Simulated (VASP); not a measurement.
# Ta10NbAl4W (P1) in VASP: further runs

Ta10NbAl4W is run at these levels: PBE; tasks: single point.

Everything below comes from runs of VASP 6.6.1. Logs are shortened: lines on timing, memory, paths and dates and some standing lists are left out, and cuts for length are marked.

## Step 1: The cell of the first run

The typed cell holds 16 atoms: a = 6.230 Å, b = 5.681 Å, c = 9.768 Å, α = 74.86°, β = 99.44°, γ = 123.19°.

## Step 2: Single point, PBE

Contents of INCAR:

```
PREC = Accurate
ENCUT = 520
EDIFF = 1E-6
ISMEAR = 0
SIGMA = 0.1
LREAL = Auto
LASPH = T
NELM = 100
ALGO = Fast
ISIF = 2
LWAVE = F
LCHARG = F
GGA = PE
NBANDS = 88
ISYM = 0
```

Contents of KPOINTS:

```
Automatic mesh
0
Gamma
  3 3 2
  0 0 0.5
```

Contents of POSCAR:

```
Ta10NbAl4W
1.0
    3.1295101234     -5.3622863251     -0.5100524637
    2.5406503751      5.0223079904      0.7723883450
    0.4197374110      1.1846680782      9.6871928371
Al Nb Ta W
4 1 10 1
Direct
    0.8695922069      0.0460986285      0.6280899320
    0.8890660583      0.8459186512      0.1319188336
    0.5876060335      0.3654838090      0.8691004226
    0.1580265653      0.7414958124      0.3655351157
    0.1305611072      0.2156045313      0.3752355357
    0.3911846155      0.3326703464      0.1217641697
    0.3671344017      0.0534537052      0.6258951004
    0.8823278450      0.3380308856      0.1197700512
    0.3668600414      0.5560343754      0.6230489323
    0.8703871995      0.5525739304      0.6191958724
    0.6493785205      0.2251455268      0.3780581201
    0.1050064772      0.3990419815      0.8732056701
    0.6263609462      0.7133055943      0.3739993745
    0.6096759210      0.8897177498      0.8769711166
    0.0927778236      0.8868809172      0.8809094338
    0.3856901997      0.8266752199      0.1178907558
```

Potentials or basis: VASP PAW PBE potentials, release 64 (Al, Nb_sv, Ta_pv, W_sv).

Run with:

```bash
$ cat potpaw_PBE.64/Al/POTCAR potpaw_PBE.64/Nb_sv/POTCAR potpaw_PBE.64/Ta_pv/POTCAR potpaw_PBE.64/W_sv/POTCAR > POTCAR
$ mpirun -np 1 vasp_std > vasp.out
```

OUTCAR:

```text
PREC = Accurate
   ENCUT = 520
   EDIFF = 1E-6
   ISMEAR = 0
   LREAL = Auto
   LASPH = T
   NELM = 100
   ISIF = 2
   GGA = PE
   ISYM = 0

 ion  position               nearest neighbor table
   1  0.870  0.046  0.628-  14 2.81  15 2.82  10 2.83  11 2.83   5 2.83   9 2.83  10 2.85   9 2.85
                             7 3.08   7 3.15  12 3.17  13 3.18
   2  0.889  0.846  0.132-   4 2.74   8 2.79  13 2.80   6 2.82  14 2.83  15 2.84   6 2.88   8 2.90
                            16 3.06  16 3.18  12 3.23  11 3.38
   3  0.588  0.365  0.869-  14 2.76  15 2.77   9 2.83   8 2.83   6 2.85  10 2.86  15 2.92  14 2.93
                             7 3.02  12 3.12  12 3.12  16 3.12
   4  0.158  0.741  0.366-   2 2.74  11 2.79  16 2.80   5 2.82   9 2.86   5 2.87  11 2.90  10 2.91
                            13 3.00   7 3.17  13 3.24   6 3.27   8 3.34
   5  0.131  0.216  0.375-   4 2.82  13 2.82   1 2.83   8 2.85   7 2.85  13 2.86   4 2.87   6 2.91
                            11 3.03   9 3.15  11 3.20
   6  0.391  0.333  0.122-  16 2.82   2 2.82  12 2.84   3 2.85  11 2.86  16 2.87   2 2.88   5 2.91
                             8 3.05  14 3.16   8 3.18   4 3.27  13 3.32  15 3.45
   7  0.367  0.053  0.626-   9 2.83  10 2.84  10 2.85   9 2.85   5 2.85  11 2.86  14 2.88  15 2.90
                             3 3.02   1 3.08   1 3.15   4 3.17  12 3.50  13 3.55
   8  0.882  0.338  0.120-   2 2.79  12 2.82  16 2.83   3 2.83   5 2.85  16 2.86  11 2.87   2 2.90
                             6 3.05  15 3.10   6 3.18   4 3.34  13 3.44  14 3.48
   9  0.367  0.556  0.623-  13 2.81  12 2.83   7 2.83   3 2.83   1 2.83   7 2.85   1 2.85   4 2.86
                            10 3.08   5 3.15  10 3.15  14 3.18  11 3.55
  10  0.870  0.553  0.619-   1 2.83  13 2.84   7 2.84   7 2.85  12 2.85   1 2.85   3 2.86   4 2.91
                            11 3.05   9 3.08   9 3.15  15 3.25  14 3.58
  11  0.649  0.225  0.378-   4 2.79   1 2.83  13 2.84  13 2.84   6 2.86   7 2.86   8 2.87   4 2.90
                             5 3.03  10 3.05   5 3.20   2 3.38  16 3.44   9 3.55
  12  0.105  0.399  0.873-   8 2.82   9 2.83  15 2.83   6 2.84  14 2.84  14 2.85  15 2.85  10 2.85
                             3 3.12   3 3.12   1 3.17   2 3.23  16 3.42   7 3.50
  13  0.626  0.713  0.374-   2 2.80   9 2.81  16 2.81   5 2.82  10 2.84  11 2.84  11 2.84   5 2.86
                             4 3.00   1 3.18   4 3.24   6 3.32   8 3.44   7 3.55
  14  0.610  0.890  0.877-   3 2.76  16 2.78   1 2.81   2 2.83  12 2.84  12 2.85   7 2.88   3 2.93
                            15 3.01   6 3.16   9 3.18  15 3.22   8 3.48  10 3.58
  15  0.093  0.887  0.881-   3 2.77  16 2.77   1 2.82  12 2.83   2 2.84  12 2.85   7 2.90   3 2.92
                            14 3.01   8 3.10  14 3.22  10 3.25   6 3.45
  16  0.386  0.827  0.118-  15 2.77  14 2.78   4 2.80  13 2.81   6 2.82   8 2.83   8 2.86   6 2.87
                             2 3.06   3 3.12   2 3.18  12 3.42  11 3.44

IMPORTANT INFORMATION: All symmetrisations will be switched off!
NOSYMM: (Re-)initialisation of all symmetry stuff for point group C_1.

----------------------------------------------------------------------------------------

[... 122 lines left out ...]
   IMIX   =      4    mixing-type and parameters
     AMIX     =   0.40;   BMIX     =  1.00
     AMIX_MAG =   1.60;   BMIX_MAG =  1.00
  volume/ion in A,a.u.               =      17.45       117.75
  Fermi-wavevector in a.u.,A,eV,Ry     =   1.327946  2.509454 23.993065  1.763441
  Thomas-Fermi vector in A             =   2.457220
   LORBIT       =      0    0 simple, 1 ext, 2 COOP (PROOUT), +10 PAW based schemes
   GGA     = PE    functional components
   LHFCALC =     F    Hartree Fock is set to
   AEXX    =    0.0000 exact exchange contribution
   IVDW    =     0    specifies the selected vdW correction
   LEPSILON=     F    determine dielectric tensor
   LRPA    =     F    only Hartree local field effects (RPA)
 non-spin polarized calculation
 RMM-DIIS sequential band-by-band and
 Gauss-broadening in eV      SIGMA  =   0.10
  energy-cutoff  :      520.00
  volume of cell :      279.17
 maximum number of plane-waves:      7555
 NGX is ok and might be reduce to    48

 number of electron     149.0000004 magnetization

 Free energy of the ion-electron system (eV)
  ---------------------------------------------------
  ext. energy  EPLUGINS =         0.00000000
  ---------------------------------------------------
  free energy    TOTEN  =      -158.29772658 eV

  energy without entropy =     -158.26867456  energy(sigma->0) =     -158.28320057

 E-fermi :   6.8350     XC(G=0): -12.1211

 val. band max:        6.7492487301   @ k =  -0.3333   0.3333   0.2500
 cond. band min:       6.8618114193   @ k =  -0.3333  -0.3333   0.2500
 fundamental gap:      0.1125626892
 Fermi energy:         6.8349962820

 k-point     1 :       0.0000   -0.0000    0.2500
  band No.  band energies     occupation
      1     -66.6003      2.00000
      2     -47.6104      2.00000
      3     -30.8914      2.00000
      4     -30.8450      2.00000
      5     -30.8339      2.00000
      6     -27.6464      2.00000
[... 790 lines left out ...]
     85       8.6088      0.00000
     86       8.8948      0.00000
 [bands above 86 left out]

------------------------ aborting loop because EDIFF is reached ----------------------------------------

  FORCE on cell =-STRESS in cart. coord.  units (eV):
  Direction    XX          YY          ZZ          XY          YZ          ZX
  --------------------------------------------------------------------------------------
  -------------------------------------------------------------------------------------
  Total       -0.0342018      0.1723693      0.1824163      0.0018256      0.1193029      0.0381512
  in kB       -0.1962864      0.9892387      1.0468990      0.0104774      0.6846871      0.2189521
  external PRESSURE =       0.6132838 kB  Pullay stress =       0.0000000 kB

 VOLUME and BASIS-vectors are now :
 -----------------------------------------------------------------------------
  energy-cutoff  :      520.00
  volume of cell :      279.17
      direct lattice vectors                 reciprocal lattice vectors
     3.129510123 -5.362286325 -0.510052464     0.170996008 -0.086999053  0.003230201
     2.540650375  5.022307990  0.772388345     0.183906457  0.109360607 -0.021342451
     0.419737411  1.184668078  9.687192837    -0.005660078 -0.013300338  0.105100853

 POSITION                                       TOTAL-FORCE (eV/Angst)
 -----------------------------------------------------------------------------------
      3.10215     -3.68740      5.67650        -0.003437     -0.001307     -0.005773
      4.98690     -0.36268      1.47783        -0.000725     -0.001538      0.007564
      3.13228     -0.28574      8.40173         0.000450      0.003039      0.003611
      2.53186      3.30967      4.03313         0.008104     -0.004661     -0.017809
      1.11387      0.82726      3.73492        -0.005332      0.003775     -0.015828
      2.12052     -0.28262      1.23698        -0.004861     -0.002860      0.000752
[... 8 lines left out ...]
      2.91335      5.00027      9.17123        -0.013853      0.000589      0.008491
      3.35680      2.22330      1.58382        -0.001552     -0.006759      0.003161
 -----------------------------------------------------------------------------------
    total drift:                                0.001815     -0.005362     -0.008314

  FREE ENERGIE OF THE ION-ELECTRON SYSTEM (eV)
  ---------------------------------------------------
  free  energy   TOTEN  =      -158.2977265812 eV

  energy  without entropy=     -158.2686745579  energy(sigma->0) =     -158.28320057
```

OSZICAR:

```text
N       E                     dE             d eps       ncg     rms          rms(c)
DAV:   1     0.159305266717E+04    0.15931E+04   -0.80316E+04  1584   0.172E+03
DAV:   2    -0.432648990913E+02   -0.16363E+04   -0.15981E+04  1656   0.538E+02
DAV:   3    -0.157622764196E+03   -0.11436E+03   -0.10875E+03  2312   0.122E+02
[... 17 lines left out ...]
RMM:  21    -0.158297720070E+03   -0.50687E-05   -0.49221E-05  2357   0.153E-02    0.657E-04
RMM:  22    -0.158297722970E+03   -0.28994E-05   -0.28537E-05  2244   0.129E-02    0.405E-04
RMM:  23    -0.158297724735E+03   -0.17656E-05   -0.16866E-05  2086   0.108E-02    0.393E-04
RMM:  24    -0.158297725833E+03   -0.10971E-05   -0.10952E-05  1998   0.949E-03    0.610E-04
RMM:  25    -0.158297726581E+03   -0.74867E-06   -0.69143E-06  1896   0.824E-03
   1 F= -.15829773E+03 E0= -.15828320E+03  d E =-.290520E-01
```

stdout:

```text
POSCAR found type information on POSCAR AlNbTaW
 POSCAR found :  4 types and      16 ions
 scaLAPACK will be used
 LDA part: xc-table for (Slater+PW92), standard interpolation
 POSCAR, INCAR and KPOINTS ok, starting setup
 FFT: planning ... GRIDC
 FFT: planning ... GRID_SOFT
 FFT: planning ... GRID
 WAVECAR not read
 entering main loop
WARNING in EDDRMM: call to ZHEGV failed, returncode =   8  4     53
WARNING in EDDRMM: call to ZHEGV failed, returncode =   6  3     69
WARNING in EDDRMM: call to ZHEGV failed, returncode =   8  4     66
WARNING in EDDRMM: call to ZHEGV failed, returncode =   6  3     63
WARNING in EDDRMM: call to ZHEGV failed, returncode =   6  3     50
WARNING in EDDRMM: call to ZHEGV failed, returncode =   6  3     70
WARNING in EDDRMM: call to ZHEGV failed, returncode =   6  3     56
WARNING in EDDRMM: call to ZHEGV failed, returncode =   6  3     49
```

Wall time 7.7 min (1 thread of AMD EPYC 9R45 (Zen 5), shared host); peak memory 0.46 GiB.

What came out:

* Free energy: -158.2977 eV
* Pressure: 0.1 GPa
* Largest force: 0.022 eV/Å
* Band gap on the k mesh: zero (an odd number of electrons rules out a gap without spin polarisation)

Forces on the atoms (eV/Å):
```
Al  -0.003 -0.001 -0.006
Al  -0.001 -0.002  0.008
Al   0.000  0.003  0.004
Al   0.008 -0.005 -0.018
Nb  -0.005  0.004 -0.016
Ta  -0.005 -0.003  0.001
Ta   0.021  0.005 -0.003
Ta   0.016  0.006  0.006
Ta  -0.002 -0.009 -0.001
Ta   0.006  0.000  0.003
Ta   0.008  0.005 -0.008
Ta  -0.020 -0.003  0.006
Ta  -0.003  0.005  0.011
Ta  -0.005  0.001  0.002
Ta  -0.014  0.001  0.008
W   -0.002 -0.007  0.003
```

Stress tensor (GPa, compression positive):
```
-0.02  0.00  0.02
 0.00  0.10  0.07
 0.02  0.07  0.10
```

Caveat: the k points lie up to 0.42 Å⁻¹ apart, too coarse for converged energies and pressures of a metal; spin-orbit coupling is left out, which moves the levels of the heavy elements.

## Step 3: Single point, PBE

This run uses another cell than the first one, of the same volume but with other edges.

Contents of INCAR:

```
SYSTEM = Ta10NbAl4W
PREC = Accurate
ENCUT = 520
EDIFF = 1E-6
ISMEAR = 0
SIGMA = 0.1
LREAL = Auto
LASPH = .True.
NELM = 80
ALGO = Fast
ISIF = 2
LWAVE = .False.
LCHARG = .True.
GGA = PE
LELF = .True.
LVHAR = .True.
ISYM = 0
NBANDS = 88
```

KPOINTS is that of step 2.

Contents of POSCAR:

```
Ta10NbAl4W
1.0
    2.4675049653     -5.0762579741     -0.1340866450
    3.2018819302      5.5002507131     -0.0021178323
   -0.2179271641      0.1219075678      9.3794179067
Al Nb Ta W
4 1 10 1
Direct
    0.7317269199      0.1111095412      0.1309133829
    0.3107795045      0.4099789240      0.8682311950
    0.6911539281      0.8474973002      0.3773260789
    0.1909719043      0.8578818928      0.3720026824
    0.7194841566      0.3550887874      0.3746959289
    0.2477538560      0.1339545375      0.1203594713
    0.2604119563      0.1275777059      0.6247511270
    0.7603864966      0.1294091705      0.6231444882
    0.2382651793      0.6122765667      0.1294509651
    0.2540557412      0.6277387011      0.6177701504
    0.7497360292      0.6268056066      0.1273688756
    0.7547477908      0.6259051772      0.6239355665
    0.7893040519      0.3838075475      0.8827236091
    0.7959426662      0.9029655338      0.8812563533
    0.2847549136      0.8877285310      0.8788214714
    0.2165466903      0.3509242627      0.3717185771
```

Potentials or basis: VASP PAW PBE potentials, release 64 (Al, Nb_sv, Ta_pv, W_sv).

Run with:

```bash
$ cat potpaw_PBE.64/Al/POTCAR potpaw_PBE.64/Nb_sv/POTCAR potpaw_PBE.64/Ta_pv/POTCAR potpaw_PBE.64/W_sv/POTCAR > POTCAR
$ mpirun -np 1 vasp_std > vasp.out
```

Wall time 6.7 min (1 thread of AMD EPYC 9R45 (Zen 5), shared host); peak memory 0.43 GiB.

It converged, with:

```
Free energy            : -157.9398 eV
Pressure               : 0.2 GPa
Largest force          : 0.028 eV/Å
Band gap on the k mesh : zero (an odd number of electrons rules out a gap without spin polarisation)
```

Forces on the atoms (eV/Å):
```
Al  -0.015  0.002  0.006
Al   0.002  0.002 -0.001
Al   0.018  0.005  0.008
Al   0.025 -0.002  0.005
Nb  -0.025 -0.012 -0.002
Ta   0.004 -0.015 -0.011
Ta   0.003 -0.005  0.011
Ta   0.000 -0.004 -0.008
Ta   0.014  0.016  0.002
Ta   0.011  0.004  0.013
Ta   0.007  0.004  0.002
Ta   0.000  0.009  0.006
Ta  -0.019 -0.007 -0.011
Ta  -0.005  0.007  0.000
Ta  -0.020 -0.001 -0.019
W    0.000 -0.003  0.000
```

Stress tensor (GPa, compression positive):
```
0.14 0.12 0.03
0.12 0.19 0.03
0.03 0.03 0.15
```

Levels at points of the mesh, in eV from the Fermi level:
| k point | band 73 | band 74 | band 75 | band 76 | band 77 | band 78 |
| --- | --- | --- | --- | --- | --- | --- |
| (0.00, 0.00, 0.25) | -0.13 | 0.12 | 0.37 | 0.59 | 0.77 | 0.87 |

Caveat: the k points lie up to 0.40 Å⁻¹ apart, too coarse for converged energies and pressures of a metal; spin-orbit coupling is left out, which moves the levels of the heavy elements.

(Continued in part 2 of 2.)
